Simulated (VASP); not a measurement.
# Te (Im-3m) in VASP: a series of runs

Runs on Te. Level: PBEsol. Tasks: single point, relaxation of cell and atoms.

Everything below comes from runs of VASP 6.6.1. Logs are shortened: lines on timing, memory, paths and dates and some standing lists are left out, and cuts for length are marked.

## Step 1: The cell of the first run

The structure is cubic, space group Im-3m (No. 229). Conventional cell: a = 3.926 Å, b = 3.926 Å, c = 3.926 Å, α = 90.00°, β = 90.00°, γ = 90.00°. Within 4.5 Å of Te (site symmetry m-3m) lie 14 Te at 3.40 to 3.93 Å.

This isn't the form of Te at room conditions, which is trigonal, of chains.

## Step 2: Single point, PBEsol (30.26 Å³/atom)

File INCAR:

```
PREC     = Accurate       # precision mode
ENCUT    = 520            # plane-wave cutoff, eV
EDIFF    = 1E-6           # SCF threshold, eV
ISMEAR   = -1             # smearing method
SIGMA    = 0.1            # smearing width, eV
LREAL    = F              # projectors in reciprocal space
LASPH    = T              # aspherical terms in the spheres
NELM     = 80             # most SCF steps
ALGO     = Normal         # electronic algorithm
ISIF     = 2              # what is computed and relaxed
LWAVE    = F              # write WAVECAR
LCHARG   = T              # write CHGCAR
GGA      = PS             # functional
LELF     = T              # ELF
LVHAR    = T            
NBANDS   = 9              # bands
```

File KPOINTS:

```
Automatic mesh
0
Gamma
  13 13 13
```

File POSCAR:

```
Te
1.0
   -1.9631005896      1.9631005896      1.9631005896
    1.9631005896     -1.9631005896      1.9631005896
    1.9631005896      1.9631005896     -1.9631005896
Te
1
Direct
    0.0000000000      0.0000000000      0.0000000000
```

Potentials or basis: VASP PAW PBE potentials, release 64 (Te).

Launch:

```
$ cat potpaw_PBE.64/Te/POTCAR > POTCAR
$ mpirun -np 1 vasp_std > vasp.out
```

OUTCAR:

```text
PREC = Accurate
   ENCUT = 520
   EDIFF = 1E-6
   ISMEAR = -1
   LREAL = F
   LASPH = T
   NELM = 80
   ISIF = 2
   GGA = PS

 ion  position               nearest neighbor table
   1  0.000  0.000  0.000-

  LATTYP: Found a body centered cubic cell.
 ALAT       =     3.9262011792

  Lattice vectors:

 A1 = (  -1.9631005896,   1.9631005896,   1.9631005896)
 A2 = (   1.9631005896,  -1.9631005896,   1.9631005896)
 A3 = (   1.9631005896,   1.9631005896,  -1.9631005896)

Analysis of symmetry for initial positions (statically):
=====================================================================
 Subroutine PRICEL returns:
 Original cell was already a primitive cell.

 Routine SETGRP: Setting up the symmetry group for a
 body centered cubic supercell.

 Subroutine GETGRP returns: Found 48 space group operations
 (whereof 48 operations were pure point group operations)
 out of a pool of 48 trial point group operations.

The static configuration has the point symmetry O_h .

Analysis of symmetry for dynamics (positions and initial velocities):
=====================================================================
 Subroutine PRICEL returns:
 Original cell was already a primitive cell.

 Routine SETGRP: Setting up the symmetry group for a
 body centered cubic supercell.

 Subroutine GETGRP returns: Found 48 space group operations
 (whereof 48 operations were pure point group operations)
 out of a pool of 48 trial point group operations.

The dynamic configuration has the point symmetry O_h .

 Subroutine INISYM returns: Found 48 space group operations
 (whereof 48 operations are pure point group operations),
 and found     1 'primitive' translations

----------------------------------------------------------------------------------------

                                     Primitive cell

  volume of cell :      30.2613

  direct lattice vectors                    reciprocal lattice vectors
    -1.963100590  1.963100590  1.963100590     0.000000000  0.254699124  0.254699124
     1.963100590 -1.963100590  1.963100590     0.254699124  0.000000000  0.254699124
     1.963100590  1.963100590 -1.963100590     0.254699124  0.254699124  0.000000000

  length of vectors
     3.400189962  3.400189962  3.400189962     0.360198955  0.360198955  0.360198955

[... 77 lines left out ...]
   NELM   =     80;   NELMIN=  2; NELMDL= -5     # of ELM steps
   EDIFF  = 0.1E-05   stopping-criterion for ELM
   LREAL  =      F    real-space projection
   EDIFFG = 0.1E-04   stopping-criterion for IOM
   NSW    =      0    number of steps for IOM
   IBRION =     -1    ionic relax: 0-MD 1-quasi-New 2-CG
   NFREE  =      0    steps in history (QN), initial steepest desc. (CG)
   ISIF   =      2    stress and relaxation
   ISYM   =      2    0-nonsym 1-usesym 2-fastsym
   POTIM  = 0.5000    time-step for ionic-motion
   TEBEG  =    0.0;   TEEND  =   0.0 temperature during run
   PSTRESS=    0.0 pullay stress
   NELECT =       6.0000    total number of electrons
   NUPDOWN=      -1.0000    fix difference up-down
   EMIN   =  10.00;   EMAX   =-10.00  energy-range for DOS
   EFERMI =   0.00;   METHOD = LEGACY
   ISMEAR =    -1;   SIGMA  =   0.10  broadening in eV -4-tet -1-fermi 0-gaus
   EFERMI_NEDOS =   21; number of points for ismear=-14 and -15
   IALGO  =     38    algorithm
   IMIX   =      4    mixing-type and parameters
     AMIX     =   0.40;   BMIX     =  1.00
     AMIX_MAG =   1.60;   BMIX_MAG =  1.00
  volume/ion in A,a.u.               =      30.26       204.21
  Fermi-wavevector in a.u.,A,eV,Ry     =   0.954617  1.803965 12.398914  0.911294
  Thomas-Fermi vector in A             =   2.083380
   LORBIT       =      0    0 simple, 1 ext, 2 COOP (PROOUT), +10 PAW based schemes
   GGA     = PS    functional components
   LHFCALC =     F    Hartree Fock is set to
   AEXX    =    0.0000 exact exchange contribution
   IVDW    =     0    specifies the selected vdW correction
   LEPSILON=     F    determine dielectric tensor
   LRPA    =     F    only Hartree local field effects (RPA)
 non-spin polarized calculation
  energy-cutoff  :      520.00
  volume of cell :       30.26
 maximum number of plane-waves:       832
 NGX is ok and might be reduce to    28
   NGX = 13   NGY = 13   NGZ = 13

 number of electron       6.0000000 magnetization

 Free energy of the ion-electron system (eV)
  ---------------------------------------------------
  ext. energy  EPLUGINS =         0.00000000
  ---------------------------------------------------
  free energy    TOTEN  =        -3.25556034 eV

  energy without entropy =       -3.23075320  energy(sigma->0) =       -3.24315677

 E-fermi :   6.9144     XC(G=0):  -9.9248

 val. band max:        6.8885016198   @ k =  -0.3846   0.3846   0.0769
 cond. band min:       6.9335949775   @ k =   0.4615   0.0000   0.0000
 fundamental gap:      0.0450933577
 Fermi energy:         6.9143676576

 k-point     1 :       0.0000    0.0000    0.0000
  band No.  band energies     occupation
      1      -6.5309      2.00000
      2       9.5617      0.00000
      3       9.5617      0.00000
      4       9.5617      0.00000
      5      15.8861      0.00000
      6      16.6524      0.00000
      7      16.6524      0.00000
      8      16.6524      0.00000
      9      18.7777      0.00000
[... 265 lines left out ...]
 k-point    24 :       0.2308    0.0769    0.0769
  band No.  band energies     occupation
      1      -4.8894      2.00000
      2       3.7798      2.00000
      3       6.8735      1.20152
      4       8.0556      0.00002
      5      14.3641      0.00000
      6      14.8432      0.00000
      7      18.6372      0.00000
      8      18.7841      0.00000
      9      19.8153      0.00000

 [... further k-points ...]

------------------------ aborting loop because EDIFF is reached ----------------------------------------

  FORCE on cell =-STRESS in cart. coord.  units (eV):
  Direction    XX          YY          ZZ          XY          YZ          ZX
  --------------------------------------------------------------------------------------
  -------------------------------------------------------------------------------------
  Total       -1.0758103     -1.0758103     -1.0758103      0.0000000     -0.0000000     -0.0000000
  in kB      -56.9585091    -56.9585091    -56.9585091      0.0000000     -0.0000000     -0.0000000
  external PRESSURE =     -56.9585091 kB  Pullay stress =       0.0000000 kB

 VOLUME and BASIS-vectors are now :
 -----------------------------------------------------------------------------
  energy-cutoff  :      520.00
  volume of cell :       30.26
      direct lattice vectors                 reciprocal lattice vectors
    -1.963100590  1.963100590  1.963100590     0.000000000  0.254699124  0.254699124
     1.963100590 -1.963100590  1.963100590     0.254699124  0.000000000  0.254699124
     1.963100590  1.963100590 -1.963100590     0.254699124  0.254699124  0.000000000

 POSITION                                       TOTAL-FORCE (eV/Angst)
 -----------------------------------------------------------------------------------
      0.00000      0.00000      0.00000        -0.000000     -0.000000     -0.000000
 -----------------------------------------------------------------------------------
    total drift:                                0.000000      0.000000     -0.000000

  FREE ENERGIE OF THE ION-ELECTRON SYSTEM (eV)
  ---------------------------------------------------
  free  energy   TOTEN  =        -3.2555603399 eV

  energy  without entropy=       -3.2307531968  energy(sigma->0) =       -3.24315677
```

stdout:

```text
POSCAR found type information on POSCAR Te
 POSCAR found :  1 types and       1 ions
 scaLAPACK will be used
 -----------------------------------------------------------------------------
|                                                                             |
|                                                                             |
|     You enforced a specific xc type in the INCAR file but a different       |
|     I HOPE YOU KNOW WHAT YOU ARE DOING!                                     |
|                                                                             |
 -----------------------------------------------------------------------------

 LDA part: xc-table for (Slater+PW92), standard interpolation
 POSCAR, INCAR and KPOINTS ok, starting setup
 FFT: planning ... GRIDC
 FFT: planning ... GRID_SOFT
 FFT: planning ... GRID
 WAVECAR not read
 entering main loop
```

It took 28 s on 1 thread of Intel Xeon 8259CL, shared host; peak memory 0.17 GiB.

What came out:

```
Free energy            : -3.2556 eV
Pressure               : -5.7 GPa
Band gap on the k mesh : zero (bands 3 and 4 overlap by 5.39 eV)
```

Caveat: the cell stands under tension; the PAW data sets were made with another functional, which shifts forces and pressure a little; spin-orbit coupling is left out, which moves the levels of the heavy elements.

## Step 3: Relaxation of cell and atoms, PBEsol

This run uses another cell than the first one, of 28.84 Å³/atom.

File INCAR:

```
SYSTEM = Te
ALGO     = Normal         ! electronic algorithm
EDIFF    = 1E-6           ! SCF threshold, eV
EDIFFG   = -0.01          ! ionic threshold
ENCUT    = 600            ! plane-wave cutoff, eV
GGA      = PS             ! functional
IBRION   = 2              ! ionic algorithm
ISIF     = 3              ! what is computed and relaxed
ISMEAR   = -1             ! smearing method
LASPH    = .TRUE.         ! aspherical terms in the spheres
LCHARG   = .FALSE.        ! write CHGCAR
LREAL    = .FALSE.        ! projectors in reciprocal space
LWAVE    = .FALSE.        ! write WAVECAR
NELM     = 100            ! most SCF steps
NSW      = 80             ! ionic steps
PREC     = Accurate       ! precision mode
SIGMA    = 0.1            ! smearing width, eV
```

File KPOINTS:

```
k-points
0
G
  11 11 11
  0 0 0
```

File POSCAR:

```
Te
1.0
   -1.9317963558      1.9317963558      1.9317963558
    1.9317963558     -1.9317963558      1.9317963558
    1.9317963558      1.9317963558     -1.9317963558
Te
1
Direct
    0.0000000000      0.0000000000      0.0000000000
```

Potentials or basis: VASP PAW PBE potentials, release 64 (Te).

Launch:

```
$ cat potpaw_PBE.64/Te/POTCAR > POTCAR
$ mpirun -np 1 vasp_std > vasp.out
```

Wall time 49 s (1 thread of Intel Xeon 8259CL, shared host); peak memory 0.17 GiB.

It converged, with:

* Free energy: -3.3014 eV
* Relaxed volume: 27.02 Å³/atom
* Relaxed cell: a = 3.274 Å, b = 3.274 Å, c = 3.274 Å, α = 109.47°, β = 109.47°, γ = 109.47°
* Space group after relaxing (to 0.1 Å): Im-3m (No. 229)
* Energy gained by relaxing: 21.9 meV/atom
* Ionic steps: 3
* Pressure after relaxing: 0.0 GPa
* Band gap on the k mesh: zero (bands 3 and 4 overlap by 6.31 eV)

Step by step:
```tsv
step	energy change (eV)	largest force (eV/Å)	pressure (GPa)	volume (Å³)
1	0.0000	0.0000	-3.63	28.84
2	-0.0166	0.0000	2.15	26.20
3	-0.0219	0.0000	0.00	27.02
```

Final structure:
```
CELL_PARAMETERS angstrom
-1.89030 1.89030 1.89030
1.89030 -1.89030 1.89030
1.89030 1.89030 -1.89030
ATOMIC_POSITIONS crystal
Te 0.00000 0.00000 0.00000
```

Levels at points of the mesh, in eV from the Fermi level:
```csv
k point,band 1,band 2,band 3,band 4,band 5,band 6
"(0.00, 0.00, 0.00)",-14.41,3.17,3.17,3.17,9.92,9.92
```

Caveat: the PAW data sets were made with another functional, which shifts forces and pressure a little; spin-orbit coupling is left out, which moves the levels of the heavy elements.

## Step 4: Single point, PBEsol

This run uses another cell than the first one, of 27.02 Å³/atom.

File INCAR:

```
  PREC = Accurate
  ENCUT = 520
  EDIFF = 1E-6
  ISMEAR = -1
  SIGMA = 0.1
  LREAL = False
  LASPH = True
  NELM = 60
  ALGO = Normal
  ISIF = 2
  LWAVE = False
  LCHARG = False
  GGA = PS
  NBANDS = 9
```

File KPOINTS:

```
Automatic mesh
0
Gamma
  19 19 19
```

File POSCAR:

```
Te
1.0
   -1.8903252956      1.8903252956      1.8903252956
    1.8903252956     -1.8903252956      1.8903252956
    1.8903252956      1.8903252956     -1.8903252956
Te
1
Direct
    0.0000000000      0.0000000000      0.0000000000
```

Launch:

```
$ cat potpaw_PBE.64/Te/POTCAR > POTCAR
$ mpirun -np 1 vasp_std > vasp.out
```

It took 39 s on 1 thread of Intel Xeon 8259CL, shared host; peak memory 0.17 GiB.

Results (log left out):

```
Free energy            : -3.3137 eV
Pressure               : 0.1 GPa
Band gap on the k mesh : zero (bands 3 and 4 overlap by 6.37 eV)
```

Levels at points of the mesh, in eV from the Fermi level:
```
           k point  band 1  band 2  band 3  band 4  band 5  band 6
(0.00, 0.00, 0.00)  -14.34    3.23    3.23    3.23    9.98    9.98
```

Caveat: the PAW data sets were made with another functional, which shifts forces and pressure a little; spin-orbit coupling is left out, which moves the levels of the heavy elements.

## Step 5: Overview

```csv
task,cell,k mesh,cutoff (eV),gap on the mesh (eV),pressure (GPa)
single point,"a = 3.400 Å, angles 109.5°, 1 atom",13 × 13 × 13,520,none,-5.7
relaxation of cell and atoms,"relaxed from a = 3.346 Å, angles 109.5°, 1 atom",11 × 11 × 11,600,none,0.0
single point,"a = 3.274 Å, angles 109.5°, 1 atom",19 × 19 × 19,520,none,0.1
```

Alike in all rows: level PBEsol; potentials or basis VASP PAW PBE potentials, release 64 (Te); no spin polarisation; smearing fermi-dirac 0.1 eV.

Caveats: the PAW data sets were made with another functional, which shifts forces and pressure a little; spin-orbit coupling is left out, which moves the levels of the heavy elements; the cell stands under tension (at least some runs).

Total energies depend on the potentials used, so only differences within one code and one set of settings carry meaning.
